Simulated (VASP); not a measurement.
# CsI (Pm-3m) in VASP: notebook

CsI is run at these levels: r2SCAN+rVV10, PBEsol, PBE; tasks: single point, relaxation of cell and atoms.

Program: VASP 6.6.1. These are calculated values, not measurements. Logs are shortened: lines on timing, memory, paths and dates and some standing lists are left out, and cuts for length are marked.

### 1 The cell of the first run

The structure is cubic, space group Pm-3m (No. 221). The conventional cell has a = 4.537 Å, b = 4.537 Å, c = 4.537 Å, α = 90.00°, β = 90.00°, γ = 90.00°. Within 5.2 Å of Cs (site symmetry m-3m) lie 8 I at 3.93 Å and 6 Cs at 4.54 Å. I (site symmetry m-3m) has 8 Cs at 3.93 Å and 6 I at 4.54 Å within 5.2 Å.

### 2 Single point, r2SCAN+rVV10

POSCAR reads:

```
CsI
1.0
    4.5371475328      0.0000000000      0.0000000000
    0.0000000000      4.5371475328      0.0000000000
    0.0000000000      0.0000000000      4.5371475328
Cs I
1 1
Direct
    0.0000000000      0.0000000000      0.0000000000
    0.5000000000      0.5000000000      0.5000000000
```

INCAR.step1 reads:

```
SYSTEM = CsI
PREC = Accurate ; ENCUT = 550
ISMEAR = 0 ; SIGMA = 0.01
LREAL = .FALSE. ; LASPH = .TRUE.
NELM = 120 ; NBANDS = 15
GGA = PE ; ALGO = Normal
EDIFF = 1E-5 ; LWAVE = .TRUE.
LCHARG = .FALSE. ; GGA_COMPAT = .FALSE.
```

INCAR.step2 reads:

```
SYSTEM = CsI
PREC = Accurate ; ENCUT = 550
EDIFF = 1E-6 ; ISMEAR = 0
SIGMA = 0.01 ; LREAL = .FALSE.
LASPH = .TRUE. ; NELM = 120
ALGO = Normal ; ISIF = 2
LWAVE = .FALSE. ; LCHARG = .FALSE.
METAGGA = R2SCAN ; LMIXTAU = .TRUE.
LUSE_VDW = .TRUE. ; IVDW_NL = 2
BPARAM = 11.95 ; CPARAM = 0.0093
NBANDS = 15 ; ISTART = 1
GGA_COMPAT = .FALSE.
```

KPOINTS reads:

```
Automatic mesh
0
G
  4 4 4
  0 0 0
```

Potentials or basis: VASP PAW PBE potentials, release 64 (Cs_sv, I).

Launch:

```sh
$ cat potpaw_PBE.64/Cs_sv/POTCAR potpaw_PBE.64/I/POTCAR > POTCAR
$ cp INCAR.step1 INCAR
$ mpirun -np 1 vasp_std > vasp.out
$ cp INCAR.step2 INCAR
$ mpirun -np 1 vasp_std > vasp.out
```

OUTCAR:

```text
SYSTEM = CsI
   PREC = Accurate
   ENCUT = 550
   EDIFF = 1E-6
   ISMEAR = 0
   LREAL = .FALSE.
   LASPH = .TRUE.
   NELM = 120
   ISIF = 2
   METAGGA = R2SCAN
   IVDW_NL = 2
   BPARAM = 11.95
   ISTART = 1

 ion  position               nearest neighbor table
   1  0.000  0.000  0.000-
   2  0.500  0.500  0.500-

  LATTYP: Found a simple cubic cell.
 ALAT       =     4.5371475328

  Lattice vectors:

 A1 = (   4.5371475328,   0.0000000000,   0.0000000000)
 A2 = (   0.0000000000,   4.5371475328,   0.0000000000)
 A3 = (   0.0000000000,   0.0000000000,   4.5371475328)

Analysis of symmetry for initial positions (statically):
=====================================================================
 Subroutine PRICEL returns:
 Original cell was already a primitive cell.

 Routine SETGRP: Setting up the symmetry group for a
 simple cubic supercell.

 Subroutine GETGRP returns: Found 48 space group operations
[... 9 lines left out ...]

 Routine SETGRP: Setting up the symmetry group for a
 simple cubic supercell.

 Subroutine GETGRP returns: Found 48 space group operations
[... 11 lines left out ...]
                                     Primitive cell

  volume of cell :      93.4004

  direct lattice vectors                    reciprocal lattice vectors
     4.537147533  0.000000000  0.000000000     0.220402796  0.000000000  0.000000000
     0.000000000  4.537147533  0.000000000     0.000000000  0.220402796  0.000000000
     0.000000000  0.000000000  4.537147533     0.000000000  0.000000000  0.220402796

  length of vectors
     4.537147533  4.537147533  4.537147533     0.220402796  0.220402796  0.220402796

  position of ions in fractional coordinates (direct lattice)
     0.000000000  0.000000000  0.000000000
     0.500000000  0.500000000  0.500000000

  ion indices of the primitive-cell ions
   primitive index   ion index
                 1           1
                 2           2

----------------------------------------------------------------------------------------

 KPOINTS: Automatic mesh

Automatic generation of k-mesh.
 Grid dimensions read from file:
 generate k-points for:    4    4    4

 Generating k-lattice:

  Cartesian coordinates                     Fractional coordinates (reciprocal lattice)
     0.055100699  0.000000000  0.000000000     0.250000000  0.000000000  0.000000000
     0.000000000  0.055100699  0.000000000     0.000000000  0.250000000  0.000000000
     0.000000000  0.000000000  0.055100699     0.000000000  0.000000000  0.250000000

  Length of vectors
     0.055100699  0.055100699  0.055100699

  Shift w.r.t. Gamma in fractional coordinates (k-lattice)
     0.000000000  0.000000000  0.000000000

 Subroutine IBZKPT returns following result:
 ===========================================

 Found     10 irreducible k-points:

 Following reciprocal coordinates:
            Coordinates               Weight
  0.000000  0.000000  0.000000      1.000000
  0.250000  0.000000  0.000000      6.000000
  0.500000  0.000000  0.000000      3.000000
  0.250000  0.250000  0.000000     12.000000
  0.500000  0.250000  0.000000     12.000000
  0.500000  0.500000  0.000000      3.000000
  0.250000  0.250000  0.250000      8.000000
  0.500000  0.250000  0.250000     12.000000
  0.500000  0.500000  0.250000      6.000000
  0.500000  0.500000  0.500000      1.000000
   k-points           NKPTS =     10   k-points in BZ     NKDIM =     10   number of bands    NBANDS=     15
   number of dos      NEDOS =    301   number of ions     NIONS =      2
   total plane-waves  NPLWV =  46656
   dimension x,y,z NGX =    36 NGY =   36 NGZ =   36
   dimension x,y,z NGXF=    72 NGYF=   72 NGZF=   72
   ions per type =               1   1
   NGX,Y,Z   is equivalent  to a cutoff of  13.19, 13.19, 13.19 a.u.
   NGXF,Y,Z  is equivalent  to a cutoff of  26.38, 26.38, 26.38 a.u.
 SYSTEM =  CsI
   PREC   = accura    normal or accurate (medium, high low for compatibility)
   ISTART =      1    job   : 0-new  1-cont  2-samecut
   ICHARG =      0    charge: 1-file 2-atom 10-const
   ISPIN  =      1    spin polarized calculation?
   LNONCOLLINEAR =      F non collinear calculations
   LSORBIT =      F    spin-orbit coupling
   LASPH  =      T    aspherical Exc in radial PAW
   ENCUT  =  550.0 eV  40.42 Ry    6.36 a.u.   8.68  8.68  8.68*2*pi/ulx,y,z
   NELM   =    120;   NELMIN=  2; NELMDL=  0     # of ELM steps
   EDIFF  = 0.1E-05   stopping-criterion for ELM
   LREAL  =      F    real-space projection
   EDIFFG = 0.1E-04   stopping-criterion for IOM
   NSW    =      0    number of steps for IOM
   IBRION =     -1    ionic relax: 0-MD 1-quasi-New 2-CG
   NFREE  =      0    steps in history (QN), initial steepest desc. (CG)
   ISIF   =      2    stress and relaxation
   ISYM   =      2    0-nonsym 1-usesym 2-fastsym
   POTIM  = 0.5000    time-step for ionic-motion
   TEBEG  =    0.0;   TEEND  =   0.0 temperature during run
   PSTRESS=    0.0 pullay stress
   NELECT =      16.0000    total number of electrons
   NUPDOWN=      -1.0000    fix difference up-down
   EMIN   =  10.00;   EMAX   =-10.00  energy-range for DOS
   EFERMI =   0.00;   METHOD = LEGACY
   ISMEAR =     0;   SIGMA  =   0.01  broadening in eV -4-tet -1-fermi 0-gaus
   EFERMI_NEDOS =   21; number of points for ismear=-14 and -15
   IALGO  =     38    algorithm
   IMIX   =      4    mixing-type and parameters
     AMIX     =   0.40;   BMIX     =  1.00
     AMIX_MAG =   1.60;   BMIX_MAG =  1.00
  volume/ion in A,a.u.               =      46.70       315.15
  Fermi-wavevector in a.u.,A,eV,Ry     =   0.909212  1.718162 11.247485  0.826667
  Thomas-Fermi vector in A             =   2.033230
   LORBIT       =      0    0 simple, 1 ext, 2 COOP (PROOUT), +10 PAW based schemes
   METAGGA = R2SCAN    functional components
   LHFCALC =     F    Hartree Fock is set to
   AEXX    =    0.0000 exact exchange contribution
   IVDW_NL    =     2    kernel type
   BPARAM     =11.9500
   IVDW    =     0    specifies the selected vdW correction
   LEPSILON=     F    determine dielectric tensor
   LRPA    =     F    only Hartree local field effects (RPA)
 non-spin polarized calculation
 Gauss-broadening in eV      SIGMA  =   0.01
  energy-cutoff  :      550.00
  volume of cell :       93.40
 maximum number of plane-waves:      2800
 NGX is ok and might be reduce to    36
   NGX = 17   NGY = 17   NGZ = 17

 number of electron      16.0000002 magnetization

 Free energy of the ion-electron system (eV)
  ---------------------------------------------------
  ext. energy  EPLUGINS =         0.00000000
  ---------------------------------------------------
  free energy    TOTEN  =       -52.50478875 eV

  energy without entropy =      -52.50478875  energy(sigma->0) =      -52.50478875

 E-fermi :   0.7284     XC(G=0):  -8.2769

 val. band max:        0.6187127830   @ k =   0.5000   0.5000   0.0000
 cond. band min:       5.1285658475   @ k =   0.0000   0.0000   0.0000
 fundamental gap:      4.5098530645
 Fermi energy:         0.7283976925

 k-point     1 :       0.0000    0.0000    0.0000
  band No.  band energies     occupation
      1     -20.2939      2.00000
      2     -10.3811      2.00000
      3      -6.6241      2.00000
      4      -6.6241      2.00000
      5      -6.6241      2.00000
      6       0.5331      2.00000
      7       0.5331      2.00000
      8       0.5331      2.00000
      9       5.1286      0.00000
     10       5.1286      0.00000
     11       5.2032      0.00000
     12       9.0448      0.00000
     13       9.0448      0.00000
     14       9.0448      0.00000
     15      11.4289      0.00000

 k-point     2 :       0.2500    0.0000    0.0000
  band No.  band energies     occupation
      1     -20.2795      2.00000
      2     -10.3902      2.00000
      3      -6.6961      2.00000
      4      -6.5888      2.00000
      5      -6.5888      2.00000
      6      -0.3453      2.00000
      7       0.4510      2.00000
      8       0.4510      2.00000
      9       5.5132      0.00000
     10       6.2222      0.00000
     11       6.5946      0.00000
     12       8.9387      0.00000
     13       8.9387      0.00000
     14       9.3366      0.00000
     15       9.3900      0.00000

 k-point     3 :       0.5000    0.0000    0.0000
  band No.  band energies     occupation
      1     -20.2649      2.00000
      2     -10.4032      2.00000
      3      -6.7489      2.00000
      4      -6.5528      2.00000
      5      -6.5528      2.00000
      6      -1.0030      2.00000
      7       0.3656      2.00000
      8       0.3656      2.00000
      9       6.1975      0.00000
     10       7.7803      0.00000
     11       7.8940      0.00000
     12       7.9941      0.00000
     13       9.2203      0.00000
     14       9.2203      0.00000
     15       9.7560      0.00000

 k-point     4 :       0.2500    0.2500    0.0000
  band No.  band energies     occupation
      1     -20.2658      2.00000
      2     -10.3453      2.00000
      3      -6.8280      2.00000
      4      -6.6575      2.00000
      5      -6.5606      2.00000
      6      -0.3630      2.00000
      7       0.0445      2.00000
      8       0.4704      2.00000
      9       6.0376      0.00000
     10       6.4838      0.00000
     11       7.1594      0.00000
     12       7.9527      0.00000
     13       8.9885      0.00000
     14       9.2584      0.00000
     15       9.9910      0.00000
[... 55 lines left out ...]
 k-point     8 :       0.5000    0.2500    0.2500
  band No.  band energies     occupation
      1     -20.2396      2.00000
      2     -10.2190      2.00000
      3      -6.9141      2.00000
      4      -6.7797      2.00000
      5      -6.7285      2.00000
      6      -0.5695      2.00000
      7      -0.2658      2.00000
      8       0.1160      2.00000
      9       6.6629      0.00000
     10       7.0290      0.00000
     11       7.0353      0.00000
     12       8.6183      0.00000
     13       9.1901      0.00000
     14       9.2877      0.00000
     15      11.1687      0.00000

 k-point     9 :       0.5000    0.5000    0.2500
  band No.  band energies     occupation
      1     -20.2271      2.00000
      2     -10.1306      2.00000
      3      -6.9593      2.00000
      4      -6.9593      2.00000
      5      -6.7087      2.00000
      6      -0.5267      2.00000
      7      -0.5267      2.00000
      8      -0.1678      2.00000
      9       6.4719      0.00000
     10       7.6051      0.00000
     11       7.6051      0.00000
     12       7.6447      0.00000
     13      10.3942      0.00000
     14      10.3942      0.00000
     15      11.0253      0.00000

 k-point    10 :       0.5000    0.5000    0.5000
  band No.  band energies     occupation
      1     -20.2150      2.00000
      2     -10.0685      2.00000
      3      -6.8942      2.00000
      4      -6.8942      2.00000
      5      -6.8942      2.00000
      6      -0.7654      2.00000
      7      -0.7654      2.00000
      8      -0.7654      2.00000
      9       8.3626      0.00000
     10       8.3626      0.00000
     11       8.3626      0.00000
     12       9.2164      0.00000
     13       9.2164      0.00000
     14       9.2164      0.00000
     15      11.1134      0.00000

------------------------ aborting loop because EDIFF is reached ----------------------------------------

  FORCE on cell =-STRESS in cart. coord.  units (eV):
  Direction    XX          YY          ZZ          XY          YZ          ZX
  --------------------------------------------------------------------------------------
  -------------------------------------------------------------------------------------
  Total        0.0727040      0.0727040      0.0727040      0.0000000      0.0000000      0.0000000
  in kB        1.2471536      1.2471536      1.2471536      0.0000000      0.0000000      0.0000000
  external PRESSURE =       1.2471536 kB  Pullay stress =       0.0000000 kB

 VOLUME and BASIS-vectors are now :
 -----------------------------------------------------------------------------
  energy-cutoff  :      550.00
  volume of cell :       93.40
      direct lattice vectors                 reciprocal lattice vectors
     4.537147533  0.000000000  0.000000000     0.220402796  0.000000000  0.000000000
     0.000000000  4.537147533  0.000000000     0.000000000  0.220402796  0.000000000
     0.000000000  0.000000000  4.537147533     0.000000000  0.000000000  0.220402796

 POSITION                                       TOTAL-FORCE (eV/Angst)
 -----------------------------------------------------------------------------------
      0.00000      0.00000      0.00000         0.000000      0.000000      0.000000
      2.26857      2.26857      2.26857         0.000000      0.000000      0.000000
 -----------------------------------------------------------------------------------
    total drift:                               -0.000000      0.000000      0.000000

  FREE ENERGIE OF THE ION-ELECTRON SYSTEM (eV)
  ---------------------------------------------------
  free  energy   TOTEN  =       -52.5047887543 eV

  energy  without entropy=      -52.5047887543  energy(sigma->0) =      -52.50478875
```

It took 2.1 min on 1 thread of AMD EPYC 7R43 (Zen 3), shared host; peak memory 0.36 GiB.

Results:

| Property | Result |
| --- | --- |
| Free energy | -52.5048 eV |
| Pressure | 0.1 GPa |
| Band gap on the k mesh | 4.51 eV, indirect (least direct gap 4.60 eV) |

Caveat: the PAW data sets were made with another functional, which shifts forces and pressure a little; spin-orbit coupling is left out, which moves the levels of the heavy elements. A k mesh can miss the band edges.

(Part 1 of 2 ends here.)
